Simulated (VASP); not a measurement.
Runs of VASP 6.6.1 on AlN. The structure is that of space group I4/mmm (No. 139), or close to it. The cells are those of the table. 

| cell | gap on the mesh (eV) | pressure (GPa) |
| --- | --- | --- |
| a = 2.881, b = 2.881, c = 3.021 Å, angles 58.4, 58.4, 63.2°, 2 atoms | (b) | -12.9 |
| a = 2.843, b = 2.843, c = 2.949 Å, angles 58.8, 58.8, 62.5°, 2 atoms | 4.80 | (c) |
| a = 2.915, b = 2.915, c = 3.021 Å, angles 58.8, 58.8, 62.4°, 2 atoms | 4.12 | -20.3 |
| a = 2.878, b = 2.878, c = 2.949 Å, angles 59.2, 59.2, 61.6°, 2 atoms | 4.69 | (a) |

Alike in all rows: task single point; level r2SCAN; potentials or basis VASP PAW PBE potentials, release 64 (Al, N); no spin polarisation; k mesh 10 × 10 × 10; cutoff (eV) 520; smearing gaussian 0.05 eV.

Task: Estimate the missing entries.

Result: (a) -11.5; (b) 4.26; (c) -3.5.

Caveats: the cell stands under tension; the PAW data sets were made with another functional, which shifts forces and pressure a little.

A k mesh can miss the band edges.
